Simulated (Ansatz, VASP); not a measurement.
# TiC2 in VASP and in Ansatz

```
CELL_PARAMETERS angstrom
0.00000 4.29131 2.89025
2.04069 0.00000 2.89025
2.04069 4.29131 0.00000
ATOMIC_POSITIONS crystal
Ti 0.75000 0.75000 0.75000
Ti 0.50000 0.50000 0.50000
C 0.16205 0.33795 0.16205
C 0.33795 0.16205 0.33795
C 0.08795 0.91205 0.08795
C 0.91205 0.08795 0.91205
```

Alike in both runs: functional PBEsol; k mesh 12 × 12 × 12; occupations gaussian, width 0.1 eV; no spin polarisation.

Ansatz relaxed the structure, and its values are those at the end. VASP's run is a single point on that final structure, the one shown.

|  | VASP | Ansatz |
| --- | --- | --- |
| version | VASP 6.6.1 | Ansatz 0.2.0 |
| potentials or method | VASP PAW PBE potentials, release 64 (Ti_sv, C), cutoff 520 eV | scalar-relativistic, plane waves, PAW |
| valence electrons in the cell | 40 | 40 |

```tsv
	VASP	Ansatz	Ansatz less VASP
gap on the k mesh at the Fermi level (eV)	none	none	-
pressure (GPa)	0.4	0.0	-0.45
rms of the force components (eV/Å)	0.022	0.000	-0.0219
```

VASP's potentials were made for PBE, not for PBEsol. A gap of «none» marks a metal or a gap that the smearing closes.
